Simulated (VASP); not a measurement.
**LiHf32Si32O128 (a cell with a defect): single point with PBE**

The system is LiHf32Si32O128 (a cell with a defect).

```
Hf Si O Li
1.0
    13.29306    0.00000    0.00000
     0.00000   13.29306    0.00000
     0.00000    0.00000   12.02947
Hf Si O Li
32 32 128 1
Cartesian
  -0.0028 -0.0012 -0.0055
  3.3239 3.3223 3.0049
  -0.0026 3.3187 1.5022
  3.3260 0.0050 4.5045
  0.0018 0.0233 5.9968
  3.3226 3.3217 9.0205
  0.0023 3.3138 7.5161
  3.3235 0.0038 10.5233
  0.0090 6.6453 0.0154
  3.3253 9.9734 3.0005
  -0.0034 9.9705 1.4973
  3.3254 6.6436 4.5046
  0.0218 6.6331 5.9985
  3.3288 9.9733 9.0309
  0.0940 10.0496 7.4799
  3.3409 6.6420 10.5330
  6.6396 0.0050 0.0040
  9.9682 3.3187 3.0063
  6.6416 3.3223 1.5036
  9.9684 -0.0013 4.5141
  6.6421 0.0038 6.0146
  9.9632 3.3139 9.0218
  6.6430 3.3218 7.5175
  9.9638 0.0233 10.5412
  6.6402 6.6436 0.0039
  9.9690 9.9704 3.0113
  6.6403 9.9734 1.5080
  9.9566 6.6453 4.4931
  6.6248 6.6420 6.0051
  9.8714 10.0493 9.0581
  6.6367 9.9733 7.5072
  9.9437 6.6333 10.5392
  -0.0016 3.3267 4.5024
  3.3178 0.0011 1.4997
  -0.0015 -0.0029 2.9997
  3.3206 3.3232 -0.0015
  -0.0060 3.3250 10.5239
  3.3200 -0.0001 7.5157
  -0.0053 0.0145 9.0254
  3.3228 3.3230 6.0130
  0.0051 9.9656 4.5035
  3.3229 6.6473 1.5084
  -0.0119 6.6470 3.0112
  3.3151 9.9712 -0.0012
  -0.0175 9.9498 10.5120
  3.3212 6.6486 7.5186
  0.0694 6.6017 9.0243
  3.3534 9.9727 5.9984
  6.6450 3.3232 4.5100
  9.9671 -0.0029 1.5089
  6.6478 0.0011 3.0089
  9.9672 3.3268 0.0061
  6.6428 3.3230 10.5250
  9.9709 0.0144 7.5127
  6.6456 0.0000 9.0223
  9.9716 3.3249 6.0140
  6.6505 9.9713 4.5098
  9.9776 6.6470 1.4972
  6.6426 6.6473 3.0001
  9.9606 9.9657 0.0051
  6.6121 9.9726 10.5397
  9.8963 6.6019 7.5139
  6.6444 6.6486 9.0194
  9.9830 9.9498 6.0261
  -0.0166 5.4247 1.9207
  3.3209 2.0989 4.9237
  1.2232 3.3269 3.4177
  4.5431 0.0036 0.4125
  2.0922 -0.0050 0.4111
  5.4217 3.3218 3.4204
  -0.0024 1.2217 1.9127
  3.3228 4.5494 4.9263
  2.0918 3.3303 1.0821
  5.4225 0.0036 4.0961
  -0.0089 4.5506 5.5918
  3.3174 1.2259 2.5877
  0.0005 2.1040 5.5934
  3.3266 5.4230 2.5950
  1.2226 -0.0001 4.0894
  4.5439 3.3219 1.0881
  0.0438 5.4079 7.9209
  3.3189 2.0987 10.9394
  1.2215 3.3233 9.4389
  4.5446 0.0007 6.4283
  2.0921 -0.0057 6.4285
  5.4197 3.3224 9.4354
  0.0012 1.2273 7.9285
  3.3276 4.5489 10.9408
  2.0959 3.3209 7.0993
  5.4210 0.0007 10.1097
  -0.0232 4.5595 11.6033
  3.3176 1.2233 8.6051
  -0.0060 2.1012 11.6128
  3.3209 5.4245 8.6052
  1.2188 -0.0003 10.1083
  4.5459 3.3224 7.1026
  -0.0054 12.0642 1.9097
  3.3305 8.7439 4.9227
  1.2263 9.9721 3.4166
  4.5440 6.6487 0.4143
  2.0940 6.6455 0.4289
  5.4258 9.9673 3.4210
  -0.0129 7.8703 1.9212
  3.3369 11.1973 4.9178
  2.0877 9.9764 1.0818
  5.4216 6.6487 4.0943
  0.0079 11.1990 5.5940
  3.3217 7.8731 2.5930
  0.0243 8.7529 5.6073
  3.3215 12.0697 2.5877
  1.2190 6.6447 4.0926
  4.5398 9.9673 1.0875
  -0.0159 12.0777 7.9357
  3.3094 8.7457 10.9396
  1.2103 9.9992 9.4223
  4.5450 6.6526 6.4309
  2.1013 6.6451 6.4205
  5.4046 9.9670 9.4386
  0.0817 7.8636 7.9439
  3.3209 11.1942 10.9381
  2.1283 9.9865 7.0907
  5.4206 6.6526 10.1072
  -0.0440 11.1849 11.5865
  3.3081 7.8758 8.6041
  0.0137 8.7320 11.6057
  3.3200 12.0660 8.6028
  1.2420 6.6089 10.1397
  4.5609 9.9671 7.0995
  6.6389 5.4230 1.9136
  9.9716 2.1011 4.9251
  7.8738 3.3303 3.4264
  11.1892 -0.0004 0.4156
  8.7430 -0.0001 0.4191
  12.0664 3.3202 3.4181
  6.6482 1.2259 1.9208
  9.9889 4.5594 4.9346
  8.7424 3.3270 1.0908
  12.0695 -0.0004 4.0930
  6.6379 4.5489 5.5972
  9.9680 1.2217 2.5958
  6.6467 2.0987 5.5986
  9.9822 5.4247 2.5877
  7.8734 -0.0051 4.0974
  11.1922 3.3202 1.0904
  6.6446 5.4246 7.9328
  9.9651 2.1040 10.9446
  7.8697 3.3209 9.4387
  11.2002 0.0085 6.4331
  8.7468 -0.0003 6.4297
  12.0642 3.3273 9.4330
  6.6480 1.2233 7.9329
  9.9745 4.5507 10.9462
  8.7441 3.3233 7.0991
  12.0584 0.0086 10.1049
  6.6428 4.5494 11.6117
  9.9644 1.2273 8.6095
  6.6447 2.0989 11.6143
  9.9218 5.4078 8.6172
  7.8735 -0.0057 10.1095
  11.1944 3.3272 7.1049
  6.6441 12.0697 1.9209
  9.9518 8.7320 4.9323
  7.8780 9.9765 3.4268
  11.1938 6.6524 0.3912
  8.7466 6.6447 0.4159
  12.0682 9.9615 3.4248
  6.6438 7.8731 1.9155
  10.0097 11.1849 4.9516
  8.7393 9.9722 1.0920
  12.0649 6.6524 4.1173
  6.6447 11.1942 5.5999
  9.9785 7.8703 2.5873
  6.6563 8.7457 5.5985
  9.9711 12.0642 2.5988
  7.8716 6.6455 4.0796
  11.1906 9.9616 1.0838
  6.6456 12.0660 7.9351
  9.9415 8.7529 10.9309
  7.8372 9.9865 9.4474
  11.2043 6.7091 6.5253
  8.7237 6.6090 6.3985
  12.0451 9.8566 9.4113
  6.6574 7.8758 7.9339
  9.9578 11.1990 10.9440
  8.7552 9.9993 7.1157
  12.0544 6.7092 10.0128
  6.6286 11.1973 11.6202
  9.8839 7.8637 8.5944
  6.6350 8.7439 11.6153
  9.9814 12.0775 8.6023
  7.8642 6.6451 10.1176
  11.2134 9.8565 7.1269
  11.6282 8.2369 8.2699
```

```
Program                : VASP 6.6.1
Task                   : single point
Functional             : PBE
Potentials or basis    : VASP PAW PBE potentials, release 64 (Hf_pv, Si, O, Li_sv)
Cutoff                 : 520 eV
k mesh                 : 1 × 1 × 1
Occupations            : fermi-dirac, width 0.01 eV
Spin                   : no spin polarisation
Dipole correction      : no
Charge                 : 1
Further INCAR settings : LREAL = Auto; ALGO = Normal; EDIFF = 1e-07; NBANDS = 712; NELECT = 1218.0
```

* Largest force: 0.196 eV/Å

Levels at points of the mesh, in eV from the Fermi level:
```
           k point  band 607  band 608  band 609  band 610  band 611  band 612
(0.00, 0.00, 0.00)     -0.51     -0.51     -0.33      4.77      4.84      4.92
```

Run time: 6.3 min on 1 × NVIDIA H100 80GB with 1 thread of AMD EPYC 7R13 Processor (Zen 3) (shared host), peak memory 2.5 GiB.

Caveat: the k points lie up to 0.52 Å⁻¹ apart; the cell carries a net charge on a neutralising background, which shifts energy and pressure; the cell is charged against a uniform background, so pressure and absolute levels hang on convention; spin-orbit coupling is left out, which moves the levels of the heavy elements.
